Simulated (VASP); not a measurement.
# InP (scan) (F-43m) in VASP: further runs

InP (scan) is run at these levels: r2SCAN; tasks: single point.

Program: VASP 6.6.1. These are calculated values, not measurements. Logs are shortened: lines on timing, memory, paths and dates and some standing lists are left out, and cuts for length are marked.

## Step 1: The cell of the first run

The structure is cubic, space group F-43m (No. 216). Conventional cell: a = 5.904 Å, b = 5.904 Å, c = 5.904 Å, α = 90.00°, β = 90.00°, γ = 90.00°. Within 3.4 Å of In (site symmetry -43m) lie 4 P at 2.56 Å. P (site symmetry -43m) has 4 In at 2.56 Å within 3.4 Å.

## Step 2: Single point, r2SCAN

POSCAR reads:

```
InP
1.0
    0.0000000000      2.9519763900      2.9519763900
    2.9519763900      0.0000000000      2.9519763900
    2.9519763900      2.9519763900      0.0000000000
In P
1 1
Direct
    0.0000000000      0.0000000000      0.0000000000
    0.7500000000      0.7500000000      0.7500000000
```

INCAR.step1 reads:

```
PREC     = Accurate       # precision mode
ENCUT    = 520            # plane-wave cutoff, eV
ISMEAR   = 0              # smearing method
SIGMA    = 0.1            # smearing width, eV
LREAL    = False          # projectors in reciprocal space
LASPH    = True           # aspherical terms in the spheres
NELM     = 100            # most SCF steps
NBANDS   = 16             # bands
GGA      = PE             # functional
ALGO     = Normal         # electronic algorithm
EDIFF    = 1E-4           # SCF threshold, eV
LWAVE    = True           # write WAVECAR
LCHARG   = False          # write CHGCAR
```

INCAR.step2 reads:

```
PREC     = Accurate       # precision mode
ENCUT    = 520            # plane-wave cutoff, eV
EDIFF    = 1E-6           # SCF threshold, eV
ISMEAR   = 0              # smearing method
SIGMA    = 0.1            # smearing width, eV
LREAL    = False          # projectors in reciprocal space
LASPH    = True           # aspherical terms in the spheres
NELM     = 100            # most SCF steps
ALGO     = Normal         # electronic algorithm
ISIF     = 2              # what is computed and relaxed
LWAVE    = False          # write WAVECAR
LCHARG   = False          # write CHGCAR
METAGGA  = R2SCAN         # meta-GGA
LMIXTAU  = True         
NBANDS   = 16             # bands
ISTART   = 1
```

KPOINTS reads:

```
Automatic mesh
0
Gamma
  6 6 6
```

Potentials or basis: VASP PAW PBE potentials, release 64 (In_d, P).

The run is started by

```console
> cat potpaw_PBE.64/In_d/POTCAR potpaw_PBE.64/P/POTCAR > POTCAR
> cp INCAR.step1 INCAR
> mpirun -np 1 vasp_std > vasp.out
> cp INCAR.step2 INCAR
> mpirun -np 1 vasp_std > vasp.out
```

OUTCAR:

```text
PREC = Accurate
   ENCUT = 520
   EDIFF = 1E-6
   ISMEAR = 0
   LREAL = False
   LASPH = True
   NELM = 100
   ISIF = 2
   METAGGA = R2SCAN
   ISTART = 1

 ion  position               nearest neighbor table
   1  0.000  0.000  0.000-   2 2.56   2 2.56   2 2.56   2 2.56
   2  0.750  0.750  0.750-   1 2.56   1 2.56   1 2.56   1 2.56

  LATTYP: Found a face centered cubic cell.
 ALAT       =     5.9039527800

  Lattice vectors:

 A1 = (   0.0000000000,   2.9519763900,   2.9519763900)
 A2 = (   2.9519763900,   0.0000000000,   2.9519763900)
 A3 = (   2.9519763900,   2.9519763900,   0.0000000000)

Analysis of symmetry for initial positions (statically):
=====================================================================
 Subroutine PRICEL returns:
 Original cell was already a primitive cell.

 Routine SETGRP: Setting up the symmetry group for a
 face centered cubic supercell.

 Subroutine GETGRP returns: Found 24 space group operations
 (whereof 24 operations were pure point group operations)
 out of a pool of 48 trial point group operations.

The static configuration has the point symmetry T_d .

Analysis of symmetry for dynamics (positions and initial velocities):
=====================================================================
 Subroutine PRICEL returns:
 Original cell was already a primitive cell.

 Routine SETGRP: Setting up the symmetry group for a
 face centered cubic supercell.

 Subroutine GETGRP returns: Found 24 space group operations
 (whereof 24 operations were pure point group operations)
 out of a pool of 48 trial point group operations.

The dynamic configuration has the point symmetry T_d .

 Subroutine INISYM returns: Found 24 space group operations
 (whereof 24 operations are pure point group operations),
 and found     1 'primitive' translations

----------------------------------------------------------------------------------------

                                     Primitive cell

  volume of cell :      51.4480

  direct lattice vectors                    reciprocal lattice vectors
     0.000000000  2.951976390  2.951976390    -0.169378048  0.169378048  0.169378048
     2.951976390  0.000000000  2.951976390     0.169378048 -0.169378048  0.169378048
     2.951976390  2.951976390  0.000000000     0.169378048  0.169378048 -0.169378048

  length of vectors
     4.174725047  4.174725047  4.174725047     0.293371386  0.293371386  0.293371386

  position of ions in fractional coordinates (direct lattice)
     0.000000000  0.000000000  0.000000000
     0.750000000  0.750000000  0.750000000

  ion indices of the primitive-cell ions
   primitive index   ion index
                 1           1
                 2           2

----------------------------------------------------------------------------------------

 KPOINTS: Automatic mesh

Automatic generation of k-mesh.
 Grid dimensions read from file:
 generate k-points for:    6    6    6

 Generating k-lattice:

  Cartesian coordinates                     Fractional coordinates (reciprocal lattice)
    -0.028229675  0.028229675  0.028229675     0.166666667  0.000000000  0.000000000
     0.028229675 -0.028229675  0.028229675     0.000000000  0.166666667  0.000000000
     0.028229675  0.028229675 -0.028229675     0.000000000  0.000000000  0.166666667

  Length of vectors
     0.048895231  0.048895231  0.048895231

  Shift w.r.t. Gamma in fractional coordinates (k-lattice)
     0.000000000  0.000000000  0.000000000

 Subroutine IBZKPT returns following result:
 ===========================================

 Found     16 irreducible k-points:

 Following reciprocal coordinates:
            Coordinates               Weight
  0.000000  0.000000  0.000000      1.000000
  0.166667  0.000000  0.000000      8.000000
  0.333333  0.000000  0.000000      8.000000
  0.500000  0.000000  0.000000      4.000000
  0.166667  0.166667  0.000000      6.000000
  0.333333  0.166667  0.000000     24.000000
[... 8 lines left out ...]
 -0.333333  0.333333  0.166667     24.000000
 -0.333333  0.500000  0.166667     12.000000
   k-points           NKPTS =     16   k-points in BZ     NKDIM =     16   number of bands    NBANDS=     16
   number of dos      NEDOS =    301   number of ions     NIONS =      2
   total plane-waves  NPLWV =  32768
   dimension x,y,z NGX =    32 NGY =   32 NGZ =   32
   dimension x,y,z NGXF=    64 NGYF=   64 NGZF=   64
   ions per type =               1   1
   NGX,Y,Z   is equivalent  to a cutoff of  12.74, 12.74, 12.74 a.u.
   NGXF,Y,Z  is equivalent  to a cutoff of  25.49, 25.49, 25.49 a.u.
 SYSTEM =  unknown system
   PREC   = accura    normal or accurate (medium, high low for compatibility)
   ISTART =      1    job   : 0-new  1-cont  2-samecut
   ICHARG =      0    charge: 1-file 2-atom 10-const
   ISPIN  =      1    spin polarized calculation?
   LNONCOLLINEAR =      F non collinear calculations
   LSORBIT =      F    spin-orbit coupling
   LASPH  =      T    aspherical Exc in radial PAW
   ENCUT  =  520.0 eV  38.22 Ry    6.18 a.u.   7.76  7.76  7.76*2*pi/ulx,y,z
   NELM   =    100;   NELMIN=  2; NELMDL=  0     # of ELM steps
   EDIFF  = 0.1E-05   stopping-criterion for ELM
   LREAL  =      F    real-space projection
   EDIFFG = 0.1E-04   stopping-criterion for IOM
   NSW    =      0    number of steps for IOM
   IBRION =     -1    ionic relax: 0-MD 1-quasi-New 2-CG
   NFREE  =      0    steps in history (QN), initial steepest desc. (CG)
   ISIF   =      2    stress and relaxation
   ISYM   =      2    0-nonsym 1-usesym 2-fastsym
   POTIM  = 0.5000    time-step for ionic-motion
   TEBEG  =    0.0;   TEEND  =   0.0 temperature during run
   PSTRESS=    0.0 pullay stress
   NELECT =      18.0000    total number of electrons
   NUPDOWN=      -1.0000    fix difference up-down
   EMIN   =  10.00;   EMAX   =-10.00  energy-range for DOS
   EFERMI =   0.00;   METHOD = LEGACY
   ISMEAR =     0;   SIGMA  =   0.10  broadening in eV -4-tet -1-fermi 0-gaus
   EFERMI_NEDOS =   21; number of points for ismear=-14 and -15
   IALGO  =     38    algorithm
   IMIX   =      4    mixing-type and parameters
     AMIX     =   0.40;   BMIX     =  1.00
     AMIX_MAG =   1.60;   BMIX_MAG =  1.00
  volume/ion in A,a.u.               =      25.72       173.59
  Fermi-wavevector in a.u.,A,eV,Ry     =   1.153567  2.179925 18.105499  1.330717
  Thomas-Fermi vector in A             =   2.290210
   LORBIT       =      0    0 simple, 1 ext, 2 COOP (PROOUT), +10 PAW based schemes
   METAGGA = R2SCAN    functional components
   LHFCALC =     F    Hartree Fock is set to
   AEXX    =    0.0000 exact exchange contribution
   IVDW    =     0    specifies the selected vdW correction
   LEPSILON=     F    determine dielectric tensor
   LRPA    =     F    only Hartree local field effects (RPA)
 non-spin polarized calculation
 Gauss-broadening in eV      SIGMA  =   0.10
  energy-cutoff  :      520.00
  volume of cell :       51.45
 maximum number of plane-waves:      1411
   NGX = 15   NGY = 15   NGZ = 15

 number of electron      18.0000009 magnetization

 Free energy of the ion-electron system (eV)
  ---------------------------------------------------
  ext. energy  EPLUGINS =         0.00000000
  ---------------------------------------------------
  free energy    TOTEN  =       -32.28839504 eV

  energy without entropy =      -32.28839504  energy(sigma->0) =      -32.28839504

 E-fermi :   5.2489     XC(G=0):  -9.7775

 val. band max:        4.7785003595   @ k =   0.0000   0.0000   0.0000
 cond. band min:       5.8180398105   @ k =   0.0000   0.0000   0.0000
 fundamental gap:      1.0395394510
 Fermi energy:         5.2488568684

 k-point     1 :       0.0000    0.0000    0.0000
  band No.  band energies     occupation
      1      -9.8424      2.00000
      2      -9.8424      2.00000
      3      -9.8424      2.00000
      4      -9.6750      2.00000
      5      -9.6750      2.00000
      6      -7.0693      2.00000
[... 8 lines left out ...]
     15      14.6629      0.00000
     16      14.6629      0.00000

 k-point     2 :       0.1667    0.0000    0.0000
  band No.  band energies     occupation
      1      -9.8756      2.00000
      2      -9.8298      2.00000
      3      -9.8298      2.00000
      4      -9.6745      2.00000
      5      -9.6745      2.00000
      6      -6.7502      2.00000
[... 8 lines left out ...]
     15      13.8259      0.00000
     16      14.7224      0.00000

 k-point     3 :       0.3333    0.0000    0.0000
  band No.  band energies     occupation
      1      -9.9369      2.00000
      2      -9.8090      2.00000
      3      -9.8090      2.00000
      4      -9.6686      2.00000
      5      -9.6686      2.00000
      6      -5.9341      2.00000
[... 8 lines left out ...]
     15      14.3397      0.00000
     16      14.3397      0.00000

 k-point     4 :       0.5000    0.0000    0.0000
  band No.  band energies     occupation
      1      -9.9654      2.00000
      2      -9.8014      2.00000
      3      -9.8014      2.00000
      4      -9.6627      2.00000
      5      -9.6627      2.00000
      6      -5.3368      2.00000
[... 8 lines left out ...]
     15      15.9576      0.00000
     16      15.9576      0.00000
[... 172 lines left out ...]
 k-point    14 :       0.5000    0.3333    0.1667
  band No.  band energies     occupation
      1      -9.9803      2.00000
      2      -9.7859      2.00000
      3      -9.7686      2.00000
      4      -9.6939      2.00000
      5      -9.6569      2.00000
      6      -5.3023      2.00000
[... 8 lines left out ...]
     15      16.4263      0.00000
     16      17.1038      0.00000

 k-point    15 :      -0.3333    0.3333    0.1667
  band No.  band energies     occupation
      1      -9.9912      2.00000
      2      -9.7855      2.00000
      3      -9.7573      2.00000
      4      -9.6889      2.00000
      5      -9.6615      2.00000
      6      -4.8296      2.00000
[... 8 lines left out ...]
     15      16.4402      0.00000
     16      16.9135      0.00000

 k-point    16 :      -0.3333    0.5000    0.1667
  band No.  band energies     occupation
      1     -10.0105      2.00000
      2      -9.7683      2.00000
      3      -9.7427      2.00000
      4      -9.7042      2.00000
      5      -9.6530      2.00000
      6      -4.6280      2.00000
[... 8 lines left out ...]
     15      16.5744      0.00000
     16      17.3315      0.00000

------------------------ aborting loop because EDIFF is reached ----------------------------------------

  FORCE on cell =-STRESS in cart. coord.  units (eV):
  Direction    XX          YY          ZZ          XY          YZ          ZX
  --------------------------------------------------------------------------------------
  -------------------------------------------------------------------------------------
  Total        0.0006460      0.0006460      0.0006460      0.0000000      0.0000000      0.0000000
  in kB        0.0201190      0.0201190      0.0201190      0.0000000      0.0000000      0.0000000
  external PRESSURE =       0.0201190 kB  Pullay stress =       0.0000000 kB

 VOLUME and BASIS-vectors are now :
 -----------------------------------------------------------------------------
  energy-cutoff  :      520.00
  volume of cell :       51.45
      direct lattice vectors                 reciprocal lattice vectors
     0.000000000  2.951976390  2.951976390    -0.169378048  0.169378048  0.169378048
     2.951976390  0.000000000  2.951976390     0.169378048 -0.169378048  0.169378048
     2.951976390  2.951976390  0.000000000     0.169378048  0.169378048 -0.169378048

 POSITION                                       TOTAL-FORCE (eV/Angst)
 -----------------------------------------------------------------------------------
      0.00000      0.00000      0.00000        -0.000000     -0.000000     -0.000000
      4.42796      4.42796      4.42796         0.000000      0.000000      0.000000
 -----------------------------------------------------------------------------------
    total drift:                                0.000002      0.000002      0.000002

  FREE ENERGIE OF THE ION-ELECTRON SYSTEM (eV)
  ---------------------------------------------------
  free  energy   TOTEN  =       -32.2883950449 eV

  energy  without entropy=      -32.2883950449  energy(sigma->0) =      -32.28839504
```

It took 26 s on 1 thread of AMD EPYC 9R45 (Zen 5), shared host; peak memory 0.15 GiB.

Results:

```
Free energy            : -32.2884 eV
Pressure               : 0.0 GPa
Band gap on the k mesh : 1.04 eV, direct
```

Levels at points of the mesh, in eV from the valence-band top:
```tsv
k point	band 5	band 6	band 7	band 8	band 9	band 10	band 11	band 12	band 13	band 14
(0.00, 0.00, 0.00)	-14.45	-11.85	0.00	0.00	0.00	1.04	4.44	4.44	4.44	9.00
(0.50, 0.00, 0.00)	-14.44	-10.12	-5.76	-0.98	-0.98	1.80	5.15	5.15	7.50	9.98
(0.50, 0.50, 0.00)	-14.42	-9.46	-5.78	-2.34	-2.34	2.04	2.54	9.74	10.16	10.16
```

Caveat: the PAW data sets were made with another functional, which shifts forces and pressure a little; spin-orbit coupling is left out, which moves the levels of the heavy elements.

## Step 3: Single point, r2SCAN

POSCAR reads:

```
InP
1.0
    0.0000000000      2.9537137689      2.9537137689
    2.9537137689      0.0000000000      2.9537137689
    2.9537137689      2.9537137689      0.0000000000
In P
1 1
Direct
    0.0000000000      0.0000000000      0.0000000000
    0.7500000000      0.7500000000      0.7500000000
```

INCAR.step1 reads:

```
PREC = Accurate ; ENCUT = 520
ISMEAR = 0 ; SIGMA = 0.02
LREAL = F ; LASPH = T
NELM = 60 ; NBANDS = 16
GGA = PE ; ALGO = Normal
EDIFF = 1E-4 ; LWAVE = T
LCHARG = F
```

INCAR.step2 reads:

```
PREC = Accurate ; ENCUT = 520
EDIFF = 1E-7 ; ISMEAR = 0
SIGMA = 0.02 ; LREAL = F
LASPH = T ; NELM = 60
ALGO = Normal ; ISIF = 2
LWAVE = F ; LCHARG = T
METAGGA = R2SCAN ; LMIXTAU = T
LELF = T ; LVHAR = T
NBANDS = 16 ; ISTART = 1
```

KPOINTS reads:

```
regular mesh
0
Gamma
  8 8 8
```

Potentials or basis: VASP PAW PBE potentials, release 64 (In_d, P).

The run is started by

```console
> cat potpaw_PBE.64/In_d/POTCAR potpaw_PBE.64/P/POTCAR > POTCAR
> cp INCAR.step1 INCAR
> mpirun -np 1 vasp_std > vasp.out
> cp INCAR.step2 INCAR
> mpirun -np 1 vasp_std > vasp.out
```

Run time: 43 s. Hardware: 1 thread of AMD EPYC 9R45 (Zen 5), shared host; peak memory 0.16 GiB.

Results (log left out):

| Quantity | Value |
| --- | --- |
| Free energy | -32.2973 eV |
| Pressure | -0.1 GPa |
| Band gap on the k mesh | 1.03 eV, direct |

Levels at points of the mesh, in eV from the valence-band top:
```tsv
k point	band 6	band 7	band 8	band 9	band 10	band 11	band 12	band 13
(0.00, 0.00, 0.00)	-11.84	0.00	0.00	0.00	1.03	4.44	4.44	4.44
(0.50, 0.00, 0.00)	-10.11	-5.75	-0.97	-0.97	1.80	5.16	5.16	7.50
(0.50, 0.50, 0.00)	-9.46	-5.77	-2.33	-2.33	2.04	2.55	9.73	10.15
```

Caveat: the PAW data sets were made with another functional, which shifts forces and pressure a little; spin-orbit coupling is left out, which moves the levels of the heavy elements.
